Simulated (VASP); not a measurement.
Runs of VASP 6.6.1 on MgO. Symmetry: Fm-3m, No. 225, cubic system. The conventional cell has a = 4.204 Å, b = 4.204 Å, c = 4.204 Å, α = 90.00°, β = 90.00°, γ = 90.00°. Mg (site symmetry m-3m) has 6 O at 2.10 Å within 2.8 Å. O (site symmetry m-3m) has 6 Mg at 2.10 Å within 2.8 Å. 

| task | level | potentials or basis | k mesh | cutoff (eV) | smearing | grid for exact exchange (PRECFOCK) | share of exact exchange | screening parameter | GW scheme | GW iterations | gap on the mesh (eV) | pressure (GPa) |
| --- | --- | --- | --- | --- | --- | --- | --- | --- | --- | --- | --- | --- |
| single point | PBEsol | VASP PAW PBE potentials, release 64 (Mg, O) | 2 × 2 × 2 | 520 | gaussian 0.01 eV | - | - | - | - | - | 4.41 | 5.5 |
| single point | PBE-based screened hybrid | VASP PAW PBE potentials, release 64 (Mg, O) | 6 × 6 × 6 | 520 | gaussian 0.01 eV | Normal | 1 | 0.1 1/Å | - | - | 13.57 | -16.3 |
| single point | PBE-based screened hybrid | VASP PAW PBE potentials, release 64 (Mg, O) | 6 × 6 × 6 | 520 | gaussian 0.01 eV | Normal | 0.2 | 0.1 1/Å | - | - | (d) | 0.3 |
| single point | PBE-based screened hybrid | VASP PAW PBE potentials, release 64 (Mg, O) | 6 × 6 × 6 | 520 | gaussian 0.01 eV | Normal | 0.15 | 0.1 1/Å | - | - | (c) | 1.4 |
| single point | PBEsol | VASP PAW PBE potentials, release 64 (Mg, O) | 3 × 3 × 3 | 520 | gaussian 0.01 eV | - | - | - | - | - | (a) | 1.1 |
| single point | PBEsol | VASP PAW PBE potentials, release 64 (Mg, O) | 8 × 8 × 8 | 520 | methfessel-paxton 0.05 eV | - | - | - | - | - | 4.69 | 0.6 |
| single point | HSE06 | VASP PAW PBE potentials, release 64 (Mg, O) | 6 × 6 × 6 | 520 | gaussian 0.01 eV | Normal | - | 0.2079 1/Å | - | - | 6.50 | -0.6 |
| single point | PBEsol | VASP PAW PBE potentials, release 64 (Mg, O) | 4 × 4 × 4 | 520 | gaussian 0.01 eV | - | - | - | - | - | (b) | 0.6 |
| single point | PBEsol | VASP PAW PBE potentials, release 64 (Mg, O) | 8 × 8 × 8 | 520 | fermi-dirac 0.2 eV | - | - | - | - | - | 4.69 | 0.6 |
| single point | PBEsol | VASP PAW PBE potentials, release 64 (Mg, O) | 8 × 8 × 8 | 520 | gaussian 0.01 eV | - | - | - | - | - | 4.69 | 0.6 |

Alike in all rows: no spin polarisation; cell a = 2.973 Å, angles 60.0°, 2 atoms.

Task: Fill in the values left out.

Result: (a) 4.64; (b) 4.68; (c) 6.01; (d) 6.43.

Caveats: some runs use coarse meshes; the PAW data sets were made with another functional, which shifts forces and pressure a little.

